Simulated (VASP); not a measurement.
# Zn (P6_3/mmc) in VASP: further runs, part 2 of 2

VASP 6.6.1. The steps go on from the part before.

### 4 Relaxation of cell and atoms, PBEsol

This run uses another cell than the first one, of 14.05 Å³/atom.

INCAR

```
PREC = Accurate
ENCUT = 600
EDIFF = 1E-6
ISMEAR = 0
SIGMA = 0.1
LREAL = F
LASPH = T
NELM = 100
ALGO = Fast
ISIF = 3
LWAVE = F
LCHARG = F
GGA = PS
IBRION = 2
NSW = 100
EDIFFG = -0.01
```

KPOINTS

```
Automatic mesh
0
Gamma
  24 24 12
```

POSCAR

```
Zn
1.0
    2.6344655245      0.0000000000      0.0000000000
   -1.3172327622      2.2815140696      0.0000000000
    0.0000000000      0.0000000000      4.6762641127
Zn
2
Direct
    0.3333333333      0.6666666667      0.2500000000
    0.6666666667      0.3333333333      0.7500000000
```

Potentials or basis: VASP PAW PBE potentials, release 64 (Zn).

On the command line:

```bash
> cat potpaw_PBE.64/Zn/POTCAR > POTCAR
> mpirun -np 1 vasp_std > vasp.out
```

OUTCAR:

```text
PREC = Accurate
   ENCUT = 600
   EDIFF = 1E-6
   ISMEAR = 0
   LREAL = F
   LASPH = T
   NELM = 100
   ISIF = 3
   GGA = PS
   IBRION = 2
   NSW = 100
   EDIFFG = -0.01

 ion  position               nearest neighbor table
   1  0.333  0.667  0.250-   2 2.79   2 2.79   2 2.79   2 2.79   2 2.79   2 2.79
   2  0.667  0.333  0.750-   1 2.79   1 2.79   1 2.79   1 2.79   1 2.79   1 2.79

  LATTYP: Found a hexagonal cell.
 ALAT       =     2.6344655245
 C/A-ratio  =     1.7750333300

  Lattice vectors:

 A1 = (   2.6344655245,   0.0000000000,   0.0000000000)
 A2 = (  -1.3172327622,   2.2815140696,   0.0000000000)
 A3 = (   0.0000000000,   0.0000000000,   4.6762641127)

Analysis of symmetry for initial positions (statically):
=====================================================================
 Subroutine PRICEL returns:
 Original cell was already a primitive cell.

 Routine SETGRP: Setting up the symmetry group for a
 hexagonal supercell.

 Subroutine GETGRP returns: Found 24 space group operations
 (whereof 12 operations were pure point group operations)
 out of a pool of 24 trial point group operations.

The static configuration has the point symmetry D_3d.
 The point group associated with its full space group is D_6h.

Analysis of symmetry for dynamics (positions and initial velocities):
=====================================================================
 Subroutine PRICEL returns:
 Original cell was already a primitive cell.

 Routine SETGRP: Setting up the symmetry group for a
 hexagonal supercell.

 Subroutine GETGRP returns: Found 24 space group operations
 (whereof 12 operations were pure point group operations)
 out of a pool of 24 trial point group operations.

The dynamic configuration has the point symmetry D_3d.
 The point group associated with its full space group is D_6h.

 Subroutine INISYM returns: Found 24 space group operations
 (whereof 12 operations are pure point group operations),
 and found     1 'primitive' translations

----------------------------------------------------------------------------------------

                                     Primitive cell

  volume of cell :      28.1070

  direct lattice vectors                    reciprocal lattice vectors
     2.634465524  0.000000000  0.000000000     0.379583635  0.219152714  0.000000000
    -1.317232762  2.281514070  0.000000000     0.000000000  0.438305428  0.000000000
     0.000000000  0.000000000  4.676264113     0.000000000  0.000000000  0.213845920

  length of vectors
     2.634465524  2.634465524  4.676264113     0.438305428  0.438305428  0.213845920

  position of ions in fractional coordinates (direct lattice)
     0.333333333  0.666666667  0.250000000
     0.666666667  0.333333333  0.750000000

  ion indices of the primitive-cell ions
   primitive index   ion index
                 1           1
                 2           2

----------------------------------------------------------------------------------------
[... 63 lines left out ...]
   ICHARG =      2    charge: 1-file 2-atom 10-const
   ISPIN  =      1    spin polarized calculation?
   LNONCOLLINEAR =      F non collinear calculations
   LSORBIT =      F    spin-orbit coupling
   LASPH  =      T    aspherical Exc in radial PAW
   ENCUT  =  600.0 eV  44.10 Ry    6.64 a.u.   5.26  5.26  9.34*2*pi/ulx,y,z
   NELM   =    100;   NELMIN=  2; NELMDL= -5     # of ELM steps
   EDIFF  = 0.1E-05   stopping-criterion for ELM
   LREAL  =      F    real-space projection
   EDIFFG = -.1E-01   stopping-criterion for IOM
   NSW    =    100    number of steps for IOM
   IBRION =      2    ionic relax: 0-MD 1-quasi-New 2-CG
   NFREE  =      1    steps in history (QN), initial steepest desc. (CG)
   ISIF   =      3    stress and relaxation
   ISYM   =      2    0-nonsym 1-usesym 2-fastsym
   POTIM  = 0.5000    time-step for ionic-motion
   TEBEG  =    0.0;   TEEND  =   0.0 temperature during run
   PSTRESS=    0.0 pullay stress
   NELECT =      24.0000    total number of electrons
   NUPDOWN=      -1.0000    fix difference up-down
   EMIN   =  10.00;   EMAX   =-10.00  energy-range for DOS
   EFERMI =   0.00;   METHOD = LEGACY
   ISMEAR =     0;   SIGMA  =   0.10  broadening in eV -4-tet -1-fermi 0-gaus
   EFERMI_NEDOS =   21; number of points for ismear=-14 and -15
   IALGO  =     68    algorithm
   IMIX   =      4    mixing-type and parameters
     AMIX     =   0.40;   BMIX     =  1.00
     AMIX_MAG =   1.60;   BMIX_MAG =  1.00
  volume/ion in A,a.u.               =      14.05        94.84
  Fermi-wavevector in a.u.,A,eV,Ry     =   1.553127  2.934985 32.820027  2.412204
  Thomas-Fermi vector in A             =   2.657403
   LORBIT       =      0    0 simple, 1 ext, 2 COOP (PROOUT), +10 PAW based schemes
   GGA     = PS    functional components
   LHFCALC =     F    Hartree Fock is set to
   AEXX    =    0.0000 exact exchange contribution
   IVDW    =     0    specifies the selected vdW correction
   LEPSILON=     F    determine dielectric tensor
   LRPA    =     F    only Hartree local field effects (RPA)
 conjugate gradient relaxation of ions
 non-spin polarized calculation
 RMM-DIIS sequential band-by-band and
 Gauss-broadening in eV      SIGMA  =   0.10
  energy-cutoff  :      600.00
  volume of cell :       28.11
 maximum number of plane-waves:       951
 NGX is ok and might be reduce to    24
   NGX = 11   NGY = 11   NGZ = 19

--------------------------------------- Ionic step        1  -------------------------------------------

 number of electron      24.0000010 magnetization

 Free energy of the ion-electron system (eV)
  ---------------------------------------------------
  ext. energy  EPLUGINS =         0.00000000
  ---------------------------------------------------
  free energy    TOTEN  =        -3.16445594 eV

  energy without entropy =       -3.16175963  energy(sigma->0) =       -3.16310778

------------------------ aborting loop because EDIFF is reached ----------------------------------------

  FORCE on cell =-STRESS in cart. coord.  units (eV):
  Direction    XX          YY          ZZ          XY          YZ          ZX
  --------------------------------------------------------------------------------------
  -------------------------------------------------------------------------------------
  Total       -0.0057480     -0.0057480      0.1642447     -0.0000000     -0.0000000      0.0000000
  in kB       -0.3276521     -0.3276521      9.3624029     -0.0000000     -0.0000000      0.0000000
  external PRESSURE =       2.9023662 kB  Pullay stress =       0.0000000 kB
[... 89 lines left out ...]
  FREE ENERGIE OF THE ION-ELECTRON SYSTEM (eV)
  ---------------------------------------------------
  free  energy   TOTEN  =        -3.1662911759 eV

  energy  without entropy=       -3.1637456847  energy(sigma->0) =       -3.16501843

[... ionic steps 4 to 8 ...]

--------------------------------------- Ionic step        9  -------------------------------------------

 number of electron      24.0000005 magnetization

------------------------ aborting loop because EDIFF is reached ----------------------------------------
[... 67 lines left out ...]
--------------------------------------- Ionic step       11  -------------------------------------------

 number of electron      23.9999998 magnetization

 Free energy of the ion-electron system (eV)
  ---------------------------------------------------
  ext. energy  EPLUGINS =         0.00000000
  ---------------------------------------------------
  free energy    TOTEN  =        -3.17097123 eV

  energy without entropy =       -3.16905954  energy(sigma->0) =       -3.17001538

 E-fermi :   3.4048     XC(G=0): -12.0426

 val. band max:        3.3939574996   @ k =   0.2917   0.1667   0.0833
 cond. band min:       3.4111047109   @ k =   0.3333   0.1250   0.0833
 fundamental gap:      0.0171472113
 Fermi energy:         3.4047994001

 k-point     1 :       0.0000    0.0000    0.0000
  band No.  band energies     occupation
      1      -7.5355      2.00000
      2      -5.5071      2.00000
      3      -4.6919      2.00000
      4      -4.4211      2.00000
      5      -4.4211      2.00000
      6      -4.3658      2.00000
[... 433 lines left out ...]
      3      -4.9836      2.00000
      4      -4.4435      2.00000
      5      -4.2536      2.00000
      6      -4.2512      2.00000
[... 8 lines left out ...]
     15       8.1014      0.00000
     16       9.4568      0.00000

 [... further k-points ...]

------------------------ aborting loop because EDIFF is reached ----------------------------------------

  FORCE on cell =-STRESS in cart. coord.  units (eV):
  Direction    XX          YY          ZZ          XY          YZ          ZX
  --------------------------------------------------------------------------------------
  -------------------------------------------------------------------------------------
  Total       -0.0023083     -0.0023083      0.0090680     -0.0000000     -0.0000000     -0.0000000
  in kB       -0.1297014     -0.1297014      0.5095160     -0.0000000     -0.0000000     -0.0000000
  external PRESSURE =       0.0833711 kB  Pullay stress =       0.0000000 kB
[... 17 lines left out ...]
  FREE ENERGIE OF THE ION-ELECTRON SYSTEM (eV)
  ---------------------------------------------------
  free  energy   TOTEN  =        -3.1709712312 eV

  energy  without entropy=       -3.1690595367  energy(sigma->0) =       -3.17001538

 reached required accuracy - stopping structural energy minimisation
```

OSZICAR:

```text
N       E                     dE             d eps       ncg     rms          rms(c)
DAV:   1     0.994249831516E+02    0.99425E+02   -0.13981E+04 14080   0.266E+03
DAV:   2    -0.797220335774E+00   -0.10022E+03   -0.98720E+02 13984   0.316E+02
DAV:   3    -0.349520215345E+01   -0.26980E+01   -0.26930E+01 16896   0.640E+01
[... 91 lines left out ...]
RMM:   2    -0.317286724685E+01    0.14917E-01   -0.55672E-02 13666   0.342E+00    0.296E-01
RMM:   3    -0.317162531962E+01    0.12419E-02   -0.14911E-03 13664   0.604E-01    0.173E-01
RMM:   4    -0.317097662809E+01    0.64869E-03   -0.42023E-04 13664   0.187E-01    0.196E-02
RMM:   5    -0.317097180753E+01    0.48206E-05   -0.10191E-04 13666   0.163E-01    0.111E-02
RMM:   6    -0.317097123123E+01    0.57630E-06   -0.56061E-06 11978   0.243E-02
  11 F= -.31709712E+01 E0= -.31700154E+01  d E =-.534239E-03
```

CONTCAR:

```text
Zn
   1.00000000000000
     2.6014346438240490   -0.0000000000007169    0.0000000000000000
    -1.3007173218632728    2.2529084878260348   -0.0000000000000000
    -0.0000000000000001   -0.0000000000000001    4.8653020890727223
  Zn
     2
Direct
     0.3333333332999970    0.6666666667000030    0.2500000000000000
     0.6666666667000030    0.3333333332999970    0.7500000000000000

  0.00000000E+00  0.00000000E+00  0.00000000E+00
  0.00000000E+00  0.00000000E+00  0.00000000E+00
```

Run time: 24 min. Hardware: 1 thread of Intel Xeon 8259CL, shared host; peak memory 0.34 GiB.

Results:

```
Free energy                           : -3.1710 eV
Relaxed volume                        : 14.26 Å³/atom
Relaxed cell                          : a = 2.601 Å, b = 2.601 Å, c = 4.865 Å, α = 90.00°, β = 90.00°, γ = 120.00°
Space group after relaxing (to 0.1 Å) : P6_3/mmc (No. 194)
Energy gained by relaxing             : 3.3 meV/atom
Ionic steps                           : 11
Pressure after relaxing               : 0.0 GPa
Band gap on the k mesh                : zero (bands 12 and 13 overlap by 4.56 eV)
```

The path:
```csv
step,energy change (eV),largest force (eV/Å),pressure (GPa),volume (Å³)
1,0.0000,0.0000,0.29,28.11
2,-0.0006,0.0000,0.18,28.21
3,-0.0018,0.0000,-0.73,28.52
4,-0.0020,0.0000,-0.88,28.65
5,-0.0022,0.0000,-0.83,28.66
6,-0.0030,0.0000,-0.99,28.69
7,-0.0047,0.0000,-0.75,28.74
8,-0.0057,0.0000,-0.38,28.84
9,-0.0060,0.0000,-0.75,28.81
10,-0.0063,0.0000,-0.50,28.71
11,-0.0065,0.0000,0.01,28.51
```

Final structure:
```
Zn
1.0
     2.60143    0.00000    0.00000
    -1.30072    2.25291    0.00000
     0.00000    0.00000    4.86530
Zn
2
Direct
  0.33333 0.66667 0.25000
  0.66667 0.33333 0.75000
```

Caveat: the PAW data sets were made with another functional, which shifts forces and pressure a little. Zero-point motion and thermal expansion aren't in these numbers.

### 5 Summary

```csv
task,cell,k mesh,cutoff (eV),gap on the mesh (eV),pressure (GPa)
single point,"a = 2.598, b = 2.598, c = 4.867 Å, angles 90.0, 90.0, 120.0°, 2 atoms, atomic positions A",24 × 24 × 12,520,none,0.9
single point,"a = 2.593, b = 2.593, c = 9.808 Å, angles 90.0, 90.0, 120.0°, 4 atoms, atomic positions B",21 × 21 × 6,520,none,0.7
relaxation of cell and atoms,"relaxed from a = 2.634, b = 2.634, c = 4.676 Å, angles 90.0, 90.0, 120.0°, 2 atoms, atomic positions A",24 × 24 × 12,600,none,0.0
```

Alike in all rows: level PBEsol; potentials or basis VASP PAW PBE potentials, release 64 (Zn); no spin polarisation; smearing gaussian 0.1 eV.

Caveats: the PAW data sets were made with another functional, which shifts forces and pressure a little.

Total energies depend on the potentials used, so only differences within one code and one set of settings carry meaning.
